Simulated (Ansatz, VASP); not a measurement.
## Two plane-wave programs on IrPt2

```
CELL_PARAMETERS angstrom
2.69707 0.00000 0.00000
-1.34853 2.33573 0.00000
0.00000 0.00000 12.13156
ATOMIC_POSITIONS crystal
Ir 0.00000 0.00000 0.00000
Pt 0.33333 0.66667 0.80805
Pt 0.33333 0.66667 0.19195
```

Change from the starting cell: species swapped into the Te2W type (P-6m2, No. 187).

Alike in both runs: functional PBE; k mesh 9 × 9 × 2; occupations gaussian, width 0.2 eV; no spin polarisation.

Ansatz relaxed the structure, and its values are those at the end. VASP's run is a single point on that final structure, the one shown.

|  | VASP | Ansatz |
| --- | --- | --- |
| version | VASP 6.6.1 | Ansatz 0.2.0 |
| potentials or method | VASP PAW PBE potentials, release 64 (Ir, Pt), cutoff 500 eV | scalar-relativistic, plane waves, PAW |
| valence electrons in the cell | 29 | 53 |

|  | VASP | Ansatz | Ansatz less VASP |
| --- | --- | --- | --- |
| gap on the k mesh at the Fermi level (eV) | none | none | - |
| rms of the force components (eV/Å) | 0.003 | 0.003 | -0.0006 |

A gap of «none» marks a metal or a gap that the smearing closes. VASP's potentials hold 29 valence electrons a cell and Ansatz's 53, so a difference there can come from the potentials and not from the codes.

Neither program's run includes spin-orbit coupling.
